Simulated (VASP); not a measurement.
# Sb in VASP: single point with PBE+D3(BJ)

Aim: the single point of Sb with PBE+D3(BJ).

Everything below comes from runs of VASP 6.6.1. Logs are shortened: lines on timing, memory, paths and dates and some standing lists are left out, and cuts for length are marked.

### 1 The cell of the first run

The cell holds a slab with vacuum, 4 atoms: a = 4.069 Å, b = 4.069 Å, c = 20.800 Å, α = 90.00°, β = 90.00°, γ = 120.00°.

### 2 Single point, PBE+D3(BJ) (layers slid over each other)

INCAR reads:

```
ALGO = Normal ; DIPOL = 0.5 0.5 0.388
EDIFF = 1E-6 ; ENCUT = 400
GGA = PE ; GGA_COMPAT = False
IDIPOL = 3 ; ISIF = 2
ISMEAR = 0 ; IVDW = 12
LASPH = True ; LCHARG = True
LDIPOL = True ; LELF = True
LREAL = False ; LVACPOTAV = True
LVHAR = True ; LWAVE = False
NBANDS = 38 ; NELM = 120
NELMDL = -8 ; PREC = Accurate
SIGMA = 0.05
```

KPOINTS reads:

```
k-points
0
Gamma
  9 9 1
```

POSCAR reads:

```
Sb
1.0
    4.0686848921      0.0000000000      0.0000000000
   -2.0343424461      3.5235844766      0.0000000000
    0.0000000000      0.0000000000     20.8000277116
Sb
4
Direct
    0.3333333333      0.6666666667      0.2956733491
    0.6666666667      0.3333333333      0.2163458656
    0.7777777778      0.5555555556      0.5600967399
    0.4444444444      0.8888888889      0.4807692564
```

Potentials or basis: VASP PAW PBE potentials, release 64 (Sb_d_GW).

Launch:

```console
$ cat potpaw_PBE.64/Sb_d_GW/POTCAR > POTCAR
$ mpirun -np 1 vasp_std > vasp.out
```

OUTCAR:

```text
EDIFF = 1E-6
   ENCUT = 400
   GGA = PE
   ISIF = 2
   ISMEAR = 0
   IVDW = 12
   LASPH = True
   LREAL = False
   NELM = 120
   NELMDL = -8
   PREC = Accurate
 IVDW          = 12

 ion  position               nearest neighbor table
   1  0.333  0.667  0.296-   2 2.87   2 2.87   2 2.87
   2  0.667  0.333  0.216-   1 2.87   1 2.87   1 2.87
   3  0.778  0.556  0.560-   4 2.87   4 2.87   4 2.87
   4  0.444  0.889  0.481-   3 2.87   3 2.87   3 2.87

  LATTYP: Found a hexagonal cell.
 ALAT       =     4.0686848921
 C/A-ratio  =     5.1122237930

  Lattice vectors:

 A1 = (   4.0686848921,   0.0000000000,   0.0000000000)
 A2 = (  -2.0343424461,   3.5235844766,   0.0000000000)
 A3 = (   0.0000000000,   0.0000000000,  20.8000277116)

Analysis of symmetry for initial positions (statically):
=====================================================================
 Subroutine PRICEL returns:
 Original cell was already a primitive cell.

 Routine SETGRP: Setting up the symmetry group for a
 hexagonal supercell.

 Subroutine GETGRP returns: Found  2 space group operations
 (whereof  2 operations were pure point group operations)
 out of a pool of 24 trial point group operations.

The static configuration has the point symmetry C_1h.

Analysis of symmetry for dynamics (positions and initial velocities):
=====================================================================
 Subroutine PRICEL returns:
 Original cell was already a primitive cell.

 Routine SETGRP: Setting up the symmetry group for a
 hexagonal supercell.

 Subroutine GETGRP returns: Found  2 space group operations
 (whereof  2 operations were pure point group operations)
 out of a pool of 24 trial point group operations.

The dynamic configuration has the point symmetry C_1h.

 Subroutine INISYM returns: Found  2 space group operations
 (whereof  2 operations are pure point group operations),
 and found     1 'primitive' translations

----------------------------------------------------------------------------------------

                                     Primitive cell

  volume of cell :     298.1966

  direct lattice vectors                    reciprocal lattice vectors
     4.068684892  0.000000000  0.000000000     0.245779663  0.141900954  0.000000000
    -2.034342446  3.523584477  0.000000000     0.000000000  0.283801909  0.000000000
     0.000000000  0.000000000 20.800027712     0.000000000  0.000000000  0.048076859

  length of vectors
     4.068684892  4.068684892 20.800027712     0.283801909  0.283801909  0.048076859

  position of ions in fractional coordinates (direct lattice)
     0.333333333  0.666666667  0.295673349
     0.666666667  0.333333333  0.216345866
     0.777777778  0.555555556  0.560096740
     0.444444444  0.888888889  0.480769256

  ion indices of the primitive-cell ions
   primitive index   ion index
                 1           1
                 2           2
                 3           3
                 4           4

----------------------------------------------------------------------------------------

 KPOINTS: k-points

Automatic generation of k-mesh.
 Grid dimensions read from file:
 generate k-points for:    9    9    1

 Generating k-lattice:

  Cartesian coordinates                     Fractional coordinates (reciprocal lattice)
     0.027308851  0.015766773  0.000000000     0.111111111 -0.000000000  0.000000000
     0.000000000  0.031533545  0.000000000     0.000000000  0.111111111  0.000000000
     0.000000000  0.000000000  0.048076859     0.000000000  0.000000000  1.000000000

  Length of vectors
     0.031533545  0.031533545  0.048076859

  Shift w.r.t. Gamma in fractional coordinates (k-lattice)
     0.000000000  0.000000000  0.000000000

 Subroutine IBZKPT returns following result:
 ===========================================

 Found     25 irreducible k-points:

 Following reciprocal coordinates:
            Coordinates               Weight
  0.000000  0.000000  0.000000      1.000000
  0.111111 -0.000000  0.000000      4.000000
  0.000000  0.111111  0.000000      2.000000
  0.222222 -0.000000  0.000000      4.000000
  0.000000  0.222222  0.000000      2.000000
  0.333333 -0.000000  0.000000      4.000000
[... 16 lines left out ...]
 -0.222222 -0.444444  0.000000      4.000000
  0.444444  0.333333  0.000000      4.000000
   k-points           NKPTS =     25   k-points in BZ     NKDIM =     25   number of bands    NBANDS=     38
   number of dos      NEDOS =    301   number of ions     NIONS =      4
   total plane-waves  NPLWV = 109760
   dimension x,y,z NGX =    28 NGY =   28 NGZ =  140
   dimension x,y,z NGXF=    56 NGYF=   56 NGZF=  280
   ions per type =               4
   NGX,Y,Z   is equivalent  to a cutoff of  11.44, 11.44, 11.19 a.u.
   NGXF,Y,Z  is equivalent  to a cutoff of  22.88, 22.88, 22.38 a.u.
 SYSTEM =  unknown system
   PREC   = accura    normal or accurate (medium, high low for compatibility)
   ISTART =      0    job   : 0-new  1-cont  2-samecut
   ICHARG =      2    charge: 1-file 2-atom 10-const
   ISPIN  =      1    spin polarized calculation?
   LNONCOLLINEAR =      F non collinear calculations
   LSORBIT =      F    spin-orbit coupling
   LASPH  =      T    aspherical Exc in radial PAW
   ENCUT  =  400.0 eV  29.40 Ry    5.42 a.u.   6.63  6.63 33.92*2*pi/ulx,y,z
   NELM   =    120;   NELMIN=  2; NELMDL= -8     # of ELM steps
   EDIFF  = 0.1E-05   stopping-criterion for ELM
   LREAL  =      F    real-space projection
   EDIFFG = 0.1E-04   stopping-criterion for IOM
   NSW    =      0    number of steps for IOM
   IBRION =     -1    ionic relax: 0-MD 1-quasi-New 2-CG
   NFREE  =      0    steps in history (QN), initial steepest desc. (CG)
   ISIF   =      2    stress and relaxation
   ISYM   =      2    0-nonsym 1-usesym 2-fastsym
   POTIM  = 0.5000    time-step for ionic-motion
   TEBEG  =    0.0;   TEEND  =   0.0 temperature during run
   PSTRESS=    0.0 pullay stress
   NELECT =      60.0000    total number of electrons
   NUPDOWN=      -1.0000    fix difference up-down
   EMIN   =  10.00;   EMAX   =-10.00  energy-range for DOS
   EFERMI =   0.00;   METHOD = LEGACY
   ISMEAR =     0;   SIGMA  =   0.05  broadening in eV -4-tet -1-fermi 0-gaus
   EFERMI_NEDOS =   21; number of points for ismear=-14 and -15
   IALGO  =     38    algorithm
   IMIX   =      4    mixing-type and parameters
     AMIX     =   0.40;   BMIX     =  1.00
     AMIX_MAG =   1.60;   BMIX_MAG =  1.00
  volume/ion in A,a.u.               =      74.55       503.08
  Fermi-wavevector in a.u.,A,eV,Ry     =   0.959307  1.812828 12.521037  0.920270
  Thomas-Fermi vector in A             =   2.088492
   LORBIT       =      0    0 simple, 1 ext, 2 COOP (PROOUT), +10 PAW based schemes
   GGA     = PE    functional components
   LHFCALC =     F    Hartree Fock is set to
   AEXX    =    0.0000 exact exchange contribution
   IVDW    =    12    specifies the selected vdW correction
   LEPSILON=     F    determine dielectric tensor
   LRPA    =     F    only Hartree local field effects (RPA)
 non-spin polarized calculation
 Gauss-broadening in eV      SIGMA  =   0.05
  energy-cutoff  :      400.00
  volume of cell :      298.20
 maximum number of plane-waves:      5503
   NGX = 13   NGY = 13   NGZ = 67

 dipolmoment           0.000000      0.000000     -0.000003 electrons x Angstroem

 number of electron      60.0000003 magnetization

 dipolmoment           0.000000      0.000000      0.000377 electrons x Angstroem

 Free energy of the ion-electron system (eV)
  ---------------------------------------------------
  ext. energy  EPLUGINS =         0.00000000
  ---------------------------------------------------
  free energy    TOTEN  =       -16.26038380 eV

  energy without entropy =      -16.26038380  energy(sigma->0) =      -16.26038380

 E-fermi :  -0.6316     XC(G=0):  -4.9026

 val. band max:       -0.8511895280   @ k =   0.0000   0.0000   0.0000
 cond. band min:       0.0133061037   @ k =   0.3333  -0.0000   0.0000
 fundamental gap:      0.8644956317
 Fermi energy:        -0.6316047136

 k-point     1 :       0.0000    0.0000    0.0000
  band No.  band energies     occupation
      1     -29.5421      2.00000
      2     -29.5420      2.00000
      3     -29.5385      2.00000
      4     -29.5379      2.00000
      5     -29.4650      2.00000
      6     -29.4641      2.00000
[... 30 lines left out ...]
     37       3.3012      0.00000
     38       3.6424      0.00000

 k-point     2 :       0.1111   -0.0000    0.0000
  band No.  band energies     occupation
      1     -29.5411      2.00000
      2     -29.5371      2.00000
      3     -29.5354      2.00000
      4     -29.5317      2.00000
      5     -29.4636      2.00000
      6     -29.4606      2.00000
[... 30 lines left out ...]
     37       3.4774      0.00000
     38       3.8014      0.00000

 k-point     3 :       0.0000    0.1111    0.0000
  band No.  band energies     occupation
      1     -29.5411      2.00000
      2     -29.5375      2.00000
      3     -29.5354      2.00000
      4     -29.5313      2.00000
      5     -29.4642      2.00000
      6     -29.4600      2.00000
[... 30 lines left out ...]
     37       3.4771      0.00000
     38       3.8022      0.00000

 k-point     4 :       0.2222   -0.0000    0.0000
  band No.  band energies     occupation
      1     -29.5386      2.00000
      2     -29.5346      2.00000
      3     -29.5168      2.00000
      4     -29.5130      2.00000
      5     -29.4620      2.00000
      6     -29.4584      2.00000
[... 30 lines left out ...]
     37       3.8437      0.00000
     38       4.1996      0.00000
[... 703 lines left out ...]
      4     -29.4521      2.00000
      5     -29.4384      2.00000
      6     -29.4347      2.00000
[... 30 lines left out ...]
     37       4.9293      0.00000
     38       5.3552      0.00000

 k-point    23 :      -0.2222   -0.4444    0.0000
  band No.  band energies     occupation
      1     -29.5335      2.00000
      2     -29.5298      2.00000
      3     -29.4558      2.00000
      4     -29.4526      2.00000
      5     -29.4387      2.00000
      6     -29.4344      2.00000
[... 30 lines left out ...]
     37       4.9354      0.00000
     38       5.4083      0.00000

 k-point    24 :       0.4444    0.3333    0.0000
  band No.  band energies     occupation
      1     -29.5336      2.00000
      2     -29.5296      2.00000
      3     -29.4562      2.00000
      4     -29.4522      2.00000
      5     -29.4382      2.00000
      6     -29.4347      2.00000
[... 30 lines left out ...]
     37       4.9257      0.00000
     38       5.3231      0.00000

 [... further k-points ...]

------------------------ aborting loop because EDIFF is reached ----------------------------------------

 Edisp (eV)   -1.16187

 E8    (eV) :    -0.5565

  FORCE on cell =-STRESS in cart. coord.  units (eV):
  Direction    XX          YY          ZZ          XY          YZ          ZX
  --------------------------------------------------------------------------------------
  -------------------------------------------------------------------------------------
  Total      -0.25391    -0.17487    -0.24740     0.00000     0.29706    -0.00000
  in kB      -1.36426    -0.93956    -1.32925     0.00000     1.59605    -0.00000
  external pressure =       -1.21 kB  Pullay stress =        0.00 kB

 VOLUME and BASIS-vectors are now :
 -----------------------------------------------------------------------------
  energy-cutoff  :      400.00
  volume of cell :      298.20
      direct lattice vectors                 reciprocal lattice vectors
     4.068684892  0.000000000  0.000000000     0.245779663  0.141900954  0.000000000
    -2.034342446  3.523584477  0.000000000     0.000000000  0.283801909  0.000000000
     0.000000000  0.000000000 20.800027712     0.000000000  0.000000000  0.048076859

 POSITION                                       TOTAL-FORCE (eV/Angst)
 -----------------------------------------------------------------------------------
     -0.00000      2.34906      6.15001         0.000000     -0.042510      0.005295
      2.03434      1.17453      4.50000         0.000000     -0.019653     -0.005082
      2.03434      1.95755     11.65003        -0.000000      0.021300      0.003489
     -0.00000      3.13208     10.00001        -0.000000      0.040863     -0.003702
 -----------------------------------------------------------------------------------
    total drift:                               -0.000001      0.001779     -0.007522

  FREE ENERGIE OF THE ION-ELECTRON SYSTEM (eV)
  ---------------------------------------------------
  free  energy   TOTEN  =       -17.4222497234 eV

  energy  without entropy=      -17.4222497234  energy(sigma->0) =      -17.42224972

 vacuum level on the upper side and lower side of the slab         3.848         3.843
```

It took 5.4 min on 1 thread of Intel Xeon Platinum 8488C (Sapphire Rapids), shared host; peak memory 0.4 GiB.

What came out:

| Item | Value |
| --- | --- |
| Free energy | -17.4222 eV |
| Largest force | 0.043 eV/Å |
| Band gap on the k mesh | 0.86 eV (least direct gap 1.40 eV) |
| Dispersion energy per atom | -0.290 eV |

Forces on the atoms (eV/Å):
```
Sb   0.000 -0.043  0.005
Sb   0.000 -0.020 -0.005
Sb   0.000  0.021  0.003
Sb   0.000  0.041 -0.004
```

Caveat: the cell differs from its parent crystal (layers slid over each other); spin-orbit coupling is left out, which moves the levels of the heavy elements.
